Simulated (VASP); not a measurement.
# AlN (P6_3mc) in VASP: a series of runs

AlN is run at these levels: PBE; tasks: electric field gradients.

All numbers are computed with VASP 6.6.1; they aren't measurements. Logs are shortened: lines on timing, memory, paths and dates and some standing lists are left out, and cuts for length are marked.

## Step 1: The cell of the first run

Symmetry: P6_3mc, No. 186, hexagonal system. Conventional cell: a = 3.111 Å, b = 3.111 Å, c = 5.127 Å, α = 90.00°, β = 90.00°, γ = 120.00°. Within 2.5 Å of Al (site symmetry 3m) lie 4 N at 1.89 to 1.97 Å. Within 2.5 Å of N (site symmetry 3m) lie 4 Al at 1.89 to 1.97 Å.

## Step 2: Electric field gradients, PBE (zz strain of +3 %)

Contents of INCAR:

```
PREC = Accurate ; ENCUT = 520
EDIFF = 1E-8 ; ISMEAR = -1
SIGMA = 0.02 ; LREAL = F
LASPH = T ; NELM = 80
ALGO = Normal ; ISIF = 2
LWAVE = F ; LCHARG = F
GGA = PE ; LEFG = T
NBANDS = 16
```

Contents of KPOINTS:

```
Automatic mesh
0
Gamma
  11 11 6
```

Contents of POSCAR:

```
AlN
1.0
    3.1110021516      0.0000000000      0.0000000000
   -1.5555010758      2.6942068945      0.0000000000
    0.0000000000      0.0000000000      5.1273400000
Al N
2 2
Direct
    0.3333333333      0.6666666667      0.0000000000
    0.6666666667      0.3333333333      0.5000000000
    0.3333333333      0.6666666667      0.3850000000
    0.6666666667      0.3333333333      0.8850000000
```

Potentials or basis: VASP PAW PBE potentials, release 64 (Al, N).

Command:

```bash
cat potpaw_PBE.64/Al/POTCAR potpaw_PBE.64/N/POTCAR > POTCAR
mpirun -np 1 vasp_std > vasp.out
```

OUTCAR:

```text
PREC = Accurate
   ENCUT = 520
   EDIFF = 1E-8
   ISMEAR = -1
   LREAL = F
   LASPH = T
   NELM = 80
   ISIF = 2
   GGA = PE

 ion  position               nearest neighbor table
   1  0.333  0.667  0.000-   4 1.89   4 1.89   4 1.89   3 1.97   2 3.13   2 3.13   2 3.13   2 3.13
                             2 3.13   2 3.13
   2  0.667  0.333  0.500-   3 1.89   3 1.89   3 1.89   4 1.97   1 3.13   1 3.13   1 3.13   1 3.13
                             1 3.13   1 3.13
   3  0.333  0.667  0.385-   2 1.89   2 1.89   2 1.89   1 1.97
   4  0.667  0.333  0.885-   1 1.89   1 1.89   1 1.89   2 1.97

  LATTYP: Found a hexagonal cell.
 ALAT       =     3.1110021516
 C/A-ratio  =     1.6481312934

  Lattice vectors:

 A1 = (   3.1110021516,   0.0000000000,   0.0000000000)
 A2 = (  -1.5555010758,   2.6942068945,   0.0000000000)
 A3 = (   0.0000000000,   0.0000000000,   5.1273400000)

Analysis of symmetry for initial positions (statically):
=====================================================================
 Subroutine PRICEL returns:
 Original cell was already a primitive cell.

 Routine SETGRP: Setting up the symmetry group for a
 hexagonal supercell.

 Subroutine GETGRP returns: Found 12 space group operations
 (whereof  6 operations were pure point group operations)
 out of a pool of 24 trial point group operations.

The static configuration has the point symmetry C_3v.
 The point group associated with its full space group is C_6v.

Analysis of symmetry for dynamics (positions and initial velocities):
=====================================================================
 Subroutine PRICEL returns:
 Original cell was already a primitive cell.

 Routine SETGRP: Setting up the symmetry group for a
 hexagonal supercell.

 Subroutine GETGRP returns: Found 12 space group operations
 (whereof  6 operations were pure point group operations)
 out of a pool of 24 trial point group operations.

The dynamic configuration has the point symmetry C_3v.
 The point group associated with its full space group is C_6v.

 Subroutine INISYM returns: Found 12 space group operations
 (whereof  6 operations are pure point group operations),
 and found     1 'primitive' translations

----------------------------------------------------------------------------------------

                                     Primitive cell

  volume of cell :      42.9757

  direct lattice vectors                    reciprocal lattice vectors
     3.111002152  0.000000000  0.000000000     0.321439829  0.185583372  0.000000000
    -1.555501076  2.694206895  0.000000000     0.000000000  0.371166744  0.000000000
     0.000000000  0.000000000  5.127340000     0.000000000  0.000000000  0.195032902

  length of vectors
     3.111002152  3.111002152  5.127340000     0.371166744  0.371166744  0.195032902

  position of ions in fractional coordinates (direct lattice)
     0.333333333  0.666666667  0.000000000
     0.666666667  0.333333333  0.500000000
     0.333333333  0.666666667  0.385000000
     0.666666667  0.333333333  0.885000000

  ion indices of the primitive-cell ions
   primitive index   ion index
                 1           1
                 2           2
                 3           3
                 4           4

----------------------------------------------------------------------------------------

 KPOINTS: Automatic mesh

Automatic generation of k-mesh.
 Grid dimensions read from file:
 generate k-points for:   11   11    6

 Generating k-lattice:

  Cartesian coordinates                     Fractional coordinates (reciprocal lattice)
     0.029221803  0.016871216  0.000000000     0.090909091 -0.000000000  0.000000000
     0.000000000  0.033742431  0.000000000     0.000000000  0.090909091  0.000000000
     0.000000000  0.000000000  0.032505484     0.000000000  0.000000000  0.166666667

[... 45 lines left out ...]
   NGXF,Y,Z  is equivalent  to a cutoff of  25.65, 25.65, 25.94 a.u.
 SYSTEM =  unknown system
   PREC   = accura    normal or accurate (medium, high low for compatibility)
   ISTART =      0    job   : 0-new  1-cont  2-samecut
   ICHARG =      2    charge: 1-file 2-atom 10-const
   ISPIN  =      1    spin polarized calculation?
   LNONCOLLINEAR =      F non collinear calculations
   LSORBIT =      F    spin-orbit coupling
   LASPH  =      T    aspherical Exc in radial PAW
   ENCUT  =  520.0 eV  38.22 Ry    6.18 a.u.   5.78  5.78  9.53*2*pi/ulx,y,z
   NELM   =     80;   NELMIN=  2; NELMDL= -5     # of ELM steps
   EDIFF  = 0.1E-07   stopping-criterion for ELM
   LREAL  =      F    real-space projection
   EDIFFG = 0.1E-06   stopping-criterion for IOM
   NSW    =      0    number of steps for IOM
   IBRION =     -1    ionic relax: 0-MD 1-quasi-New 2-CG
   NFREE  =      0    steps in history (QN), initial steepest desc. (CG)
   ISIF   =      2    stress and relaxation
   ISYM   =      2    0-nonsym 1-usesym 2-fastsym
   POTIM  = 0.5000    time-step for ionic-motion
   TEBEG  =    0.0;   TEEND  =   0.0 temperature during run
   PSTRESS=    0.0 pullay stress
   NELECT =      16.0000    total number of electrons
   NUPDOWN=      -1.0000    fix difference up-down
   EMIN   =  10.00;   EMAX   =-10.00  energy-range for DOS
   EFERMI =   0.00;   METHOD = LEGACY
   ISMEAR =    -1;   SIGMA  =   0.02  broadening in eV -4-tet -1-fermi 0-gaus
   EFERMI_NEDOS =   21; number of points for ismear=-14 and -15
   IALGO  =     38    algorithm
   IMIX   =      4    mixing-type and parameters
     AMIX     =   0.40;   BMIX     =  1.00
     AMIX_MAG =   1.60;   BMIX_MAG =  1.00
  volume/ion in A,a.u.               =      10.74        72.50
  Fermi-wavevector in a.u.,A,eV,Ry     =   1.177715  2.225559 18.871466  1.387014
  Thomas-Fermi vector in A             =   2.314057
   LORBIT       =      0    0 simple, 1 ext, 2 COOP (PROOUT), +10 PAW based schemes
   GGA     = PE    functional components
   LHFCALC =     F    Hartree Fock is set to
   AEXX    =    0.0000 exact exchange contribution
   IVDW    =     0    specifies the selected vdW correction
   LEPSILON=     F    determine dielectric tensor
   LRPA    =     F    only Hartree local field effects (RPA)
 non-spin polarized calculation
  energy-cutoff  :      520.00
  volume of cell :       42.98
 maximum number of plane-waves:      1184
 NGX is ok and might be reduce to    24
   NGX = 11   NGY = 11   NGZ = 19

 number of electron      15.9999997 magnetization

 Free energy of the ion-electron system (eV)
  ---------------------------------------------------
  ext. energy  EPLUGINS =         0.00000000
  ---------------------------------------------------
  free energy    TOTEN  =       -29.74132113 eV

  energy without entropy =      -29.74132113  energy(sigma->0) =      -29.74132113

 E-fermi :   6.2613     XC(G=0): -10.7868

 val. band max:        5.8374167749   @ k =   0.0000   0.0000   0.0000
 cond. band min:       9.7990173275   @ k =   0.0000   0.0000   0.0000
 fundamental gap:      3.9616005526
 Fermi energy:         6.2612565731

 k-point     1 :       0.0000    0.0000    0.0000
  band No.  band energies     occupation
      1      -9.1392      2.00000
      2      -7.2041      2.00000
      3      -0.0343      2.00000
      4       5.1110      2.00000
      5       5.1110      2.00000
      6       5.6773      2.00000
[... 433 lines left out ...]
      3       1.0045      2.00000
      4       2.9126      2.00000
      5       3.2859      2.00000
      6       4.4554      2.00000
[... 8 lines left out ...]
     15      18.0287      0.00000
     16      19.2178      0.00000

 [... further k-points ...]

------------------------ aborting loop because EDIFF is reached ----------------------------------------

  FORCE on cell =-STRESS in cart. coord.  units (eV):
  Direction    XX          YY          ZZ          XY          YZ          ZX
  --------------------------------------------------------------------------------------
  -------------------------------------------------------------------------------------
  Total        0.6494714      0.6494714     -2.4462473      0.0000000      0.0000000      0.0000000
  in kB       24.2129236     24.2129236    -91.1984743      0.0000000      0.0000000      0.0000000
  external PRESSURE =     -14.2575423 kB  Pullay stress =       0.0000000 kB

 VOLUME and BASIS-vectors are now :
 -----------------------------------------------------------------------------
  energy-cutoff  :      520.00
  volume of cell :       42.98
      direct lattice vectors                 reciprocal lattice vectors
     3.111002152  0.000000000  0.000000000     0.321439829  0.185583372  0.000000000
    -1.555501076  2.694206895  0.000000000     0.000000000  0.371166744  0.000000000
     0.000000000  0.000000000  5.127340000     0.000000000  0.000000000  0.195032902

 POSITION                                       TOTAL-FORCE (eV/Angst)
 -----------------------------------------------------------------------------------
     -0.00000      1.79614      0.00000         0.000000     -0.000000      0.423643
      1.55550      0.89807      2.56367        -0.000000      0.000000      0.423643
     -0.00000      1.79614      1.97403         0.000000     -0.000000     -0.423643
      1.55550      0.89807      4.53770        -0.000000      0.000000     -0.423643
 -----------------------------------------------------------------------------------
    total drift:                               -0.000000      0.000000     -0.000351

  FREE ENERGIE OF THE ION-ELECTRON SYSTEM (eV)
  ---------------------------------------------------
  free  energy   TOTEN  =       -29.7413211284 eV

  energy  without entropy=      -29.7413211284  energy(sigma->0) =      -29.74132113

 Electric field gradients (V/A^2)
---------------------------------------------------------------------
 ion       V_xx      V_yy      V_zz      V_xy      V_xz      V_yz
---------------------------------------------------------------------
   1      -7.419    -7.419    14.838     0.000     0.000    -0.000
   2      -7.419    -7.419    14.838     0.000    -0.000     0.000
   3      -3.103    -3.103     6.206    -0.000     0.000    -0.000
   4      -3.103    -3.103     6.206    -0.000    -0.000     0.000
---------------------------------------------------------------------

 Electric field gradients after diagonalization (V/A^2)
 (convention: |V_zz| > |V_xx| > |V_yy|)
----------------------------------------------------------------------
 ion       V_xx      V_yy      V_zz     asymmetry (V_yy - V_xx)/ V_zz
----------------------------------------------------------------------
   1      -7.419    -7.419    14.838       0.000
   2      -7.419    -7.419    14.838       0.000
   3      -3.103    -3.103     6.206       0.000
   4      -3.103    -3.103     6.206       0.000
----------------------------------------------------------------------

           NMR quadrupolar parameters

 Cq : quadrupolar parameter    Cq=e*Q*V_zz/h
 eta: asymmetry parameters     (V_yy - V_xx)/ V_zz
 Q  : nuclear electric quadrupole moment in mb (millibarn)
----------------------------------------------------------------------
 ion       Cq(MHz)       eta       Q (mb)
----------------------------------------------------------------------
   1       0.036       0.000       1.000
   2       0.036       0.000       1.000
   3       0.015       0.000       1.000
   4       0.015       0.000       1.000
----------------------------------------------------------------------
```

Wall time 19 s (1 thread of Intel Xeon Platinum 8488C (Sapphire Rapids), shared host); peak memory 0.17 GiB.

Results:

| Item | Value |
| --- | --- |
| Free energy | -29.7413 eV |
| Pressure | -1.4 GPa |
| Largest force | 0.424 eV/Å |
| Band gap on the k mesh | 3.96 eV, direct |

Forces in eV/Å, atoms in the order of the input:
```
Al   0.000  0.000  0.424
Al   0.000  0.000  0.424
N    0.000  0.000 -0.424
N    0.000  0.000 -0.424
```

Stress tensor (GPa, compression positive):
```
 2.42  0.00  0.00
 0.00  2.42  0.00
 0.00  0.00 -9.12
```

Levels at points of the mesh, in eV from the valence-band top:
```
           k point  band 4  band 5  band 6  band 7  band 8  band 9  band 10  band 11  band 12  band 13
(0.00, 0.00, 0.00)   -0.73   -0.73   -0.16   -0.16    0.00    3.96     6.74    10.31    11.25    11.25
(0.00, 0.00, 0.50)   -3.33   -0.45   -0.45   -0.45   -0.45    6.39     6.39    10.01    10.01    11.56
```

Electric field gradients, principal values (V/Å²):
| atom | least | middle | greatest (by size) |
| --- | --- | --- | --- |
| 1 Al | -7.419 | -7.419 | 14.838 |
| 2 Al | -7.419 | -7.419 | 14.838 |
| 3 N | -3.103 | -3.103 | 6.206 |
| 4 N | -3.103 | -3.103 | 6.206 |

Caveat: the cell differs from its parent crystal (zz strain of +3 %); without QUAD_EFG the Cq values of the log hold for a quadrupole moment of 1 mb, not for the nuclei. A k mesh can miss the band edges.

## Step 3: Electric field gradients, PBE (zz strain of +3 %)

Contents of INCAR:

```
SYSTEM = AlN
ALGO = Normal
EDIFF = 1E-8
ENCUT = 520
GGA = PE
ISIF = 2
ISMEAR = -1
LASPH = .TRUE.
LCHARG = .FALSE.
LEFG = .TRUE.
LREAL = .FALSE.
LWAVE = .FALSE.
NBANDS = 16
NELM = 100
PREC = Accurate
SIGMA = 0.02
```

Contents of KPOINTS:

```
k-points
0
G
  11 11 6
  0 0 0
```

POSCAR is that of step 2.

Potentials or basis: VASP PAW PBE potentials, release 64 (Al, N).

Command:

```bash
cat potpaw_PBE.64/Al/POTCAR potpaw_PBE.64/N/POTCAR > POTCAR
mpirun -np 1 vasp_std > vasp.out
```

OUTCAR:

```text
SYSTEM = AlN
   EDIFF = 1E-8
   ENCUT = 520
   GGA = PE
   ISIF = 2
   ISMEAR = -1
   LASPH = .TRUE.
   LREAL = .FALSE.
   NELM = 100
   PREC = Accurate

 ion  position               nearest neighbor table
   1  0.333  0.667  0.000-   4 1.89   4 1.89   4 1.89   3 1.97   2 3.13   2 3.13   2 3.13   2 3.13
                             2 3.13   2 3.13
   2  0.667  0.333  0.500-   3 1.89   3 1.89   3 1.89   4 1.97   1 3.13   1 3.13   1 3.13   1 3.13
                             1 3.13   1 3.13
   3  0.333  0.667  0.385-   2 1.89   2 1.89   2 1.89   1 1.97
   4  0.667  0.333  0.885-   1 1.89   1 1.89   1 1.89   2 1.97

  LATTYP: Found a hexagonal cell.
 ALAT       =     3.1110021516
 C/A-ratio  =     1.6481312934

  Lattice vectors:

 A1 = (   3.1110021516,   0.0000000000,   0.0000000000)
 A2 = (  -1.5555010758,   2.6942068945,   0.0000000000)
 A3 = (   0.0000000000,   0.0000000000,   5.1273400000)

Analysis of symmetry for initial positions (statically):
=====================================================================
 Subroutine PRICEL returns:
 Original cell was already a primitive cell.

[... 662 lines left out ...]
      1.55550      0.89807      2.56367        -0.000000      0.000000      0.423643
     -0.00000      1.79614      1.97403         0.000000     -0.000000     -0.423643
      1.55550      0.89807      4.53770        -0.000000      0.000000     -0.423643
 -----------------------------------------------------------------------------------
    total drift:                               -0.000000      0.000000     -0.000351

  FREE ENERGIE OF THE ION-ELECTRON SYSTEM (eV)
  ---------------------------------------------------
  free  energy   TOTEN  =       -29.7413211284 eV

  energy  without entropy=      -29.7413211284  energy(sigma->0) =      -29.74132113

 Electric field gradients (V/A^2)
---------------------------------------------------------------------
 ion       V_xx      V_yy      V_zz      V_xy      V_xz      V_yz
---------------------------------------------------------------------
   1      -7.419    -7.419    14.838     0.000     0.000    -0.000
   2      -7.419    -7.419    14.838     0.000    -0.000     0.000
   3      -3.103    -3.103     6.206    -0.000     0.000    -0.000
   4      -3.103    -3.103     6.206    -0.000    -0.000     0.000
---------------------------------------------------------------------

 Electric field gradients after diagonalization (V/A^2)
 (convention: |V_zz| > |V_xx| > |V_yy|)
----------------------------------------------------------------------
 ion       V_xx      V_yy      V_zz     asymmetry (V_yy - V_xx)/ V_zz
----------------------------------------------------------------------
   1      -7.419    -7.419    14.838       0.000
   2      -7.419    -7.419    14.838       0.000
   3      -3.103    -3.103     6.206       0.000
   4      -3.103    -3.103     6.206       0.000
----------------------------------------------------------------------

           NMR quadrupolar parameters

 Cq : quadrupolar parameter    Cq=e*Q*V_zz/h
 eta: asymmetry parameters     (V_yy - V_xx)/ V_zz
 Q  : nuclear electric quadrupole moment in mb (millibarn)
----------------------------------------------------------------------
 ion       Cq(MHz)       eta       Q (mb)
----------------------------------------------------------------------
   1       0.036       0.000       1.000
   2       0.036       0.000       1.000
   3       0.015       0.000       1.000
   4       0.015       0.000       1.000
----------------------------------------------------------------------
```

Run time: 21 s. Hardware: 1 thread of Intel Xeon Platinum 8488C (Sapphire Rapids), shared host; peak memory 0.17 GiB.

What came out:

```yaml
Free_energy: -29.7413 eV
Pressure: -1.4 GPa
Largest_force: 0.424 eV/Å
Band_gap_on_the_k_mesh: 3.96 eV, direct
```

Forces in eV/Å, atoms in the order of the input:
```
Al   0.000  0.000  0.424
Al   0.000  0.000  0.424
N    0.000  0.000 -0.424
N    0.000  0.000 -0.424
```

Stress tensor (GPa, compression positive):
```
 2.42  0.00  0.00
 0.00  2.42  0.00
 0.00  0.00 -9.12
```

Electric field gradients, principal values (V/Å²):
```csv
atom,least,middle,greatest (by size)
1 Al,-7.419,-7.419,14.838
2 Al,-7.419,-7.419,14.838
3 N,-3.103,-3.103,6.206
4 N,-3.103,-3.103,6.206
```

Caveat: the cell differs from its parent crystal (zz strain of +3 %); without QUAD_EFG the Cq values of the log hold for a quadrupole moment of 1 mb, not for the nuclei.

(Part 1 of 2 ends here.)
